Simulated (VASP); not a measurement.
Input of a VASP 6.6.1 run:

File POSCAR:

```
Ga3Sb2As
1.0
   -2.1171279984      6.3402461662      2.9836955405
    2.1171279984     -6.3402461662      2.9836955405
    2.1171279984      6.3402461662     -2.9836955405
As Ga Sb
1 3 2
Direct
    0.0009919961      0.0009919961      0.0000000000
    0.2284407012      0.7284407012      0.5000000000
    0.6031432156      0.7608915377      0.8422516778
    0.9186398599      0.7608915377      0.1577483222
    0.3338384767     -0.0006078864      0.3344463632
    0.6649457504     -0.0006078864      0.6655536368
```

INCAR.step1

```
  PREC = Accurate
  ENCUT = 520
  ISMEAR = -1
  SIGMA = 0.02
  LREAL = False
  LASPH = True
  NELM = 80
  NBANDS = 36
  GGA = PE
  ALGO = Normal
  EDIFF = 1E-4
  LWAVE = True
  LCHARG = False
```

The input INCAR.step2:

```
  PREC = Accurate
  ENCUT = 520
  EDIFF = 1E-6
  ISMEAR = -1
  SIGMA = 0.02
  LREAL = False
  LASPH = True
  NELM = 80
  ALGO = Normal
  ISIF = 2
  LWAVE = False
  LCHARG = True
  METAGGA = R2SCAN
  LMIXTAU = True
  LELF = True
  LVHAR = True
  NBANDS = 36
  ISTART = 1
```

The input KPOINTS:

```
regular mesh
0
Gamma
  6 6 6
```

Potentials or basis: VASP PAW PBE potentials, release 64 (As, Ga_d, Sb).

The run is started by

```console
$ cat potpaw_PBE.64/As/POTCAR potpaw_PBE.64/Ga_d/POTCAR potpaw_PBE.64/Sb/POTCAR > POTCAR
$ cp INCAR.step1 INCAR
$ mpirun -np 1 vasp_std > vasp.out
$ cp INCAR.step2 INCAR
$ mpirun -np 1 vasp_std > vasp.out
```

(1) Estimate the largest force.

(2) Predict the pressure.

(3) Predict the band gap on the k mesh.

Answers

(1) 0.009 eV/Å.

(2) 0.1 GPa.

(3) 0.32 eV.

Caveat: the PAW data sets were made with another functional, which shifts forces and pressure a little; spin-orbit coupling is left out, which moves the levels of the heavy elements.
